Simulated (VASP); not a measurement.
# ZrC (P1) in VASP: single point with PBE

Aim: the single point of ZrC with PBE.

All numbers are computed with VASP 6.6.1; they aren't measurements. Logs are shortened: lines on timing, memory, paths and dates and some standing lists are left out, and cuts for length are marked.

**1. The cell of the first run**

The typed cell holds 2 atoms: a = 3.197 Å, b = 3.191 Å, c = 3.183 Å, α = 60.34°, β = 60.12°, γ = 60.48°.

**2. Single point, PBE (atoms moved at random and the cell strained at random)**

The input, INCAR:

```
PREC = Accurate ; ENCUT = 520
EDIFF = 1E-6 ; ISMEAR = 0
SIGMA = 0.1 ; LREAL = F
LASPH = T ; NELM = 80
ALGO = Normal ; ISIF = 2
LWAVE = F ; LCHARG = F
GGA = PE ; NBANDS = 15
```

The input, KPOINTS:

```
Automatic mesh
0
Gamma
  14 14 14
```

The input, POSCAR:

```
ZrC
1.0
   -0.0136312180      2.2652264064      2.2554495328
    2.2560370853     -0.0141952684      2.2560135832
    2.2461662033      2.2559195748     -0.0043243864
Zr C
1 1
Direct
    0.5096608388      0.5183919735      0.4135502785
   -0.0096608388     -0.0183919735      0.0864497215
```

Potentials or basis: VASP PAW PBE potentials, release 64 (Zr_sv, C).

On the command line:

```bash
cat potpaw_PBE.64/Zr_sv/POTCAR potpaw_PBE.64/C/POTCAR > POTCAR
mpirun -np 1 vasp_std > vasp.out
```

OUTCAR:

```text
PREC = Accurate
   ENCUT = 520
   EDIFF = 1E-6
   ISMEAR = 0
   LREAL = F
   LASPH = T
   NELM = 80
   ISIF = 2
   GGA = PE

 ion  position               nearest neighbor table
   1  0.510  0.518  0.414-   2 1.95   2 1.99   2 2.18   2 2.43   2 2.59   2 2.63
   2  0.990  0.982  0.086-   1 1.95   1 1.99   1 2.18   1 2.43   1 2.59   1 2.63

  LATTYP: Found a triclinic cell.
 ALAT       =     3.1834657908
 B/A-ratio  =     1.0038848552
 C/A-ratio  =     1.0022200373
 COS(alpha) =     0.0000233655
 COS(beta)  =     0.4947994584
 COS(gamma) =     0.4978124847

  Lattice vectors:

 A1 = (  -2.2461662033,  -2.2559195748,   0.0043243864)
 A2 = (  -2.2597974213,   0.0093068316,   2.2597739192)
 A3 = (  -2.2560370853,   0.0141952684,  -2.2560135832)

Analysis of symmetry for initial positions (statically):
=====================================================================
 Subroutine PRICEL returns:
 Original cell was already a primitive cell.

 Routine SETGRP: Setting up the symmetry group for a
 triclinic supercell.

 Subroutine GETGRP returns: Found  1 space group operations
 (whereof  1 operations were pure point group operations)
 out of a pool of  2 trial point group operations.

The static configuration has the point symmetry C_1 .

Analysis of symmetry for dynamics (positions and initial velocities):
=====================================================================
 Subroutine PRICEL returns:
 Original cell was already a primitive cell.

 Routine SETGRP: Setting up the symmetry group for a
 triclinic supercell.

 Subroutine GETGRP returns: Found  1 space group operations
 (whereof  1 operations were pure point group operations)
 out of a pool of  2 trial point group operations.

The dynamic configuration has the point symmetry C_1 .

 Subroutine INISYM returns: Found  1 space group operations
 (whereof  1 operations are pure point group operations),
 and found     1 'primitive' translations

----------------------------------------------------------------------------------------

                                     Primitive cell

  volume of cell :      23.1211

  direct lattice vectors                    reciprocal lattice vectors
    -0.013631218  2.265226406  2.255449533    -0.220115748  0.219588681  0.221499735
     2.256037085 -0.014195268  2.256013583     0.220487038 -0.219109385  0.221391729
     2.246166203  2.255919575 -0.004324386     0.222411244  0.221404880 -0.221020439

  length of vectors
     3.196637151  3.190533204  3.183465791     0.381748955  0.381625149  0.383844912

  position of ions in fractional coordinates (direct lattice)
     0.509660839  0.518391974  0.413550278
     0.990339161  0.981608026  0.086449722

  ion indices of the primitive-cell ions
   primitive index   ion index
                 1           1
                 2           2

----------------------------------------------------------------------------------------

 KPOINTS: Automatic mesh

Automatic generation of k-mesh.
 Grid dimensions read from file:
 generate k-points for:   14   14   14

 Generating k-lattice:

  Cartesian coordinates                     Fractional coordinates (reciprocal lattice)
    -0.015722553  0.015684906  0.015821410     0.071428571  0.000000000 -0.000000000
     0.015749074 -0.015650670  0.015813695     0.000000000  0.071428571  0.000000000
     0.015886517  0.015814634 -0.015787174    -0.000000000 -0.000000000  0.071428571

  Length of vectors
     0.027267782  0.027258939  0.027417494

  Shift w.r.t. Gamma in fractional coordinates (k-lattice)
     0.000000000  0.000000000  0.000000000

 Subroutine IBZKPT returns following result:
 ===========================================

 Found   1376 irreducible k-points:

 Following reciprocal coordinates:
            Coordinates               Weight
  0.000000  0.000000  0.000000      1.000000
  0.071429  0.000000  0.000000      2.000000
  0.142857  0.000000 -0.000000      2.000000
  0.214286  0.000000 -0.000000      2.000000
  0.285714  0.000000 -0.000000      2.000000
  0.357143  0.000000 -0.000000      2.000000
[... 16 lines left out ...]
 -0.000000  0.142857  0.000000      2.000000
  0.071429  0.142857  0.000000      2.000000
 [... further k-points ...]
   k-points           NKPTS =   1376   k-points in BZ     NKDIM =   1376   number of bands    NBANDS=     15
   number of dos      NEDOS =    301   number of ions     NIONS =      2
   total plane-waves  NPLWV =  13824
   dimension x,y,z NGX =    24 NGY =   24 NGZ =   24
   dimension x,y,z NGXF=    48 NGYF=   48 NGZF=   48
   ions per type =               1   1
   NGX,Y,Z   is equivalent  to a cutoff of  12.48, 12.51, 12.53 a.u.
   NGXF,Y,Z  is equivalent  to a cutoff of  24.96, 25.01, 25.07 a.u.
 SYSTEM =  unknown system
   PREC   = accura    normal or accurate (medium, high low for compatibility)
   ISTART =      0    job   : 0-new  1-cont  2-samecut
   ICHARG =      2    charge: 1-file 2-atom 10-const
   ISPIN  =      1    spin polarized calculation?
   LNONCOLLINEAR =      F non collinear calculations
   LSORBIT =      F    spin-orbit coupling
   LASPH  =      T    aspherical Exc in radial PAW
   ENCUT  =  520.0 eV  38.22 Ry    6.18 a.u.   5.94  5.93  5.92*2*pi/ulx,y,z
   NELM   =     80;   NELMIN=  2; NELMDL= -5     # of ELM steps
   EDIFF  = 0.1E-05   stopping-criterion for ELM
   LREAL  =      F    real-space projection
   EDIFFG = 0.1E-04   stopping-criterion for IOM
   NSW    =      0    number of steps for IOM
   IBRION =     -1    ionic relax: 0-MD 1-quasi-New 2-CG
   NFREE  =      0    steps in history (QN), initial steepest desc. (CG)
   ISIF   =      2    stress and relaxation
   ISYM   =      2    0-nonsym 1-usesym 2-fastsym
   POTIM  = 0.5000    time-step for ionic-motion
   TEBEG  =    0.0;   TEEND  =   0.0 temperature during run
   PSTRESS=    0.0 pullay stress
   NELECT =      16.0000    total number of electrons
   NUPDOWN=      -1.0000    fix difference up-down
   EMIN   =  10.00;   EMAX   =-10.00  energy-range for DOS
   EFERMI =   0.00;   METHOD = LEGACY
   ISMEAR =     0;   SIGMA  =   0.10  broadening in eV -4-tet -1-fermi 0-gaus
   EFERMI_NEDOS =   21; number of points for ismear=-14 and -15
   IALGO  =     38    algorithm
   IMIX   =      4    mixing-type and parameters
     AMIX     =   0.40;   BMIX     =  1.00
     AMIX_MAG =   1.60;   BMIX_MAG =  1.00
  volume/ion in A,a.u.               =      11.56        78.01
  Fermi-wavevector in a.u.,A,eV,Ry     =   1.448033  2.736386 28.528696  2.096800
  Thomas-Fermi vector in A             =   2.565920
   LORBIT       =      0    0 simple, 1 ext, 2 COOP (PROOUT), +10 PAW based schemes
   GGA     = PE    functional components
   LHFCALC =     F    Hartree Fock is set to
   AEXX    =    0.0000 exact exchange contribution
   IVDW    =     0    specifies the selected vdW correction
   LEPSILON=     F    determine dielectric tensor
   LRPA    =     F    only Hartree local field effects (RPA)
 non-spin polarized calculation
 Gauss-broadening in eV      SIGMA  =   0.10
  energy-cutoff  :      520.00
  volume of cell :       23.12
 maximum number of plane-waves:       636
   NGX = 11   NGY = 11   NGZ = 11

 number of electron      16.0000000 magnetization

 Free energy of the ion-electron system (eV)
  ---------------------------------------------------
  ext. energy  EPLUGINS =         0.00000000
  ---------------------------------------------------
  free energy    TOTEN  =       -17.93528633 eV

  energy without entropy =      -17.93528143  energy(sigma->0) =      -17.93528388

 E-fermi :  11.2351     XC(G=0): -12.6197

 val. band max:       11.0474353850   @ k =  -0.1429   0.4286   0.5000
 cond. band min:      11.4299542529   @ k =   0.4286   0.1429   0.3571
 fundamental gap:      0.3825188679
 Fermi energy:        11.2351047786

 k-point     1 :       0.0000    0.0000    0.0000
  band No.  band energies     occupation
      1     -36.6606      2.00000
      2     -14.4268      2.00000
      3     -14.3115      2.00000
      4     -14.2706      2.00000
      5      -0.4489      2.00000
      6       9.0635      2.00000
      7       9.4644      2.00000
      8       9.7374      2.00000
      9      12.1166      0.00000
     10      13.4572      0.00000
     11      15.5897      0.00000
     12      16.9860      0.00000
     13      17.4252      0.00000
     14      18.8402      0.00000
     15      21.3358      0.00000

 k-point     2 :       0.0714    0.0000    0.0000
  band No.  band energies     occupation
      1     -36.6520      2.00000
      2     -14.4895      2.00000
      3     -14.3203      2.00000
      4     -14.2896      2.00000
      5      -0.2994      2.00000
      6       8.8078      2.00000
      7       9.4293      2.00000
      8       9.8980      2.00000
      9      12.0709      0.00000
     10      13.2506      0.00000
     11      15.2329      0.00000
     12      17.1076      0.00000
     13      18.3166      0.00000
     14      19.0359      0.00000
     15      21.6988      0.00000

 k-point     3 :       0.1429    0.0000   -0.0000
  band No.  band energies     occupation
      1     -36.6278      2.00000
      2     -14.6829      2.00000
      3     -14.3432      2.00000
      4     -14.3215      2.00000
      5       0.1221      2.00000
      6       8.2364      2.00000
      7       9.3426      2.00000
      8      10.1514      2.00000
      9      11.9134      0.00000
     10      12.9608      0.00000
     11      14.7498      0.00000
     12      18.0570      0.00000
     13      19.4628      0.00000
     14      19.6112      0.00000
     15      22.7086      0.00000
[... 343 lines left out ...]
 k-point    23 :      -0.0000    0.1429    0.0000
  band No.  band energies     occupation
      1     -36.6279      2.00000
      2     -14.6772      2.00000
      3     -14.3483      2.00000
      4     -14.3203      2.00000
      5       0.1185      2.00000
      6       8.2169      2.00000
      7       9.3804      2.00000
      8      10.0764      2.00000
      9      11.9807      0.00000
     10      12.9715      0.00000
     11      14.7337      0.00000
     12      18.0440      0.00000
     13      19.4907      0.00000
     14      19.6072      0.00000
     15      22.7065      0.00000

 k-point    24 :       0.0714    0.1429    0.0000
  band No.  band energies     occupation
      1     -36.6303      2.00000
      2     -14.5755      2.00000
      3     -14.3931      2.00000
      4     -14.3431      2.00000
      5       0.0298      2.00000
      6       8.1455      2.00000
      7       9.5197      2.00000
      8       9.8158      2.00000
      9      12.3465      0.00000
     10      13.0329      0.00000
     11      14.6918      0.00000
     12      18.0218      0.00000
     13      18.9582      0.00000
     14      19.7951      0.00000
     15      22.7621      0.00000

 [... further k-points ...]

------------------------ aborting loop because EDIFF is reached ----------------------------------------

  FORCE on cell =-STRESS in cart. coord.  units (eV):
  Direction    XX          YY          ZZ          XY          YZ          ZX
  --------------------------------------------------------------------------------------
  -------------------------------------------------------------------------------------
  Total        9.4363089     10.6257335      4.7504691     -2.0111055      0.8949864      0.7863759
  in kB      653.8885917    736.3097174    329.1835405   -139.3594610     62.0180429     54.4918813
  external PRESSURE =     573.1272832 kB  Pullay stress =       0.0000000 kB

 VOLUME and BASIS-vectors are now :
 -----------------------------------------------------------------------------
  energy-cutoff  :      520.00
  volume of cell :       23.12
      direct lattice vectors                 reciprocal lattice vectors
    -0.013631218  2.265226406  2.255449533    -0.220115748  0.219588681  0.221499735
     2.256037085 -0.014195268  2.256013583     0.220487038 -0.219109385  0.221391729
     2.246166203  2.255919575 -0.004324386     0.222411244  0.221404880 -0.221020439

 POSITION                                       TOTAL-FORCE (eV/Angst)
 -----------------------------------------------------------------------------------
      2.09147      2.08007      2.31723         3.435559      4.283373     -0.655184
      2.39523      2.42443      4.44781        -3.435559     -4.283373      0.655184
 -----------------------------------------------------------------------------------
    total drift:                                0.000104      0.000069     -0.000037

  FREE ENERGIE OF THE ION-ELECTRON SYSTEM (eV)
  ---------------------------------------------------
  free  energy   TOTEN  =       -17.9352863252 eV

  energy  without entropy=      -17.9352814344  energy(sigma->0) =      -17.93528388
```

Run time: 5.5 min. Hardware: 1 thread of Intel Xeon Platinum 8259CL at 2.50GHz (Skylake/Cascade Lake), shared host; peak memory 0.55 GiB.

What came out:

| Quantity | Value |
| --- | --- |
| Free energy | -17.9353 eV |
| Pressure | 57.3 GPa |
| Largest force | 5.530 eV/Å |
| Band gap on the k mesh | 0.38 eV, indirect (least direct gap 0.71 eV) |

Forces in eV/Å, atoms in the order of the input:
```
Zr   3.436  4.283 -0.655
C   -3.436 -4.283  0.655
```

Stress tensor (GPa, compression positive):
```
 65.39 -13.94   5.45
-13.94  73.63   6.20
  5.45   6.20  32.92
```

Caveat: the cell differs from its parent crystal (atoms moved at random and the cell strained at random); forces of over 1 eV/Å act on the atoms, so gaps and moduli don't describe the material at rest. A k mesh can miss the band edges.
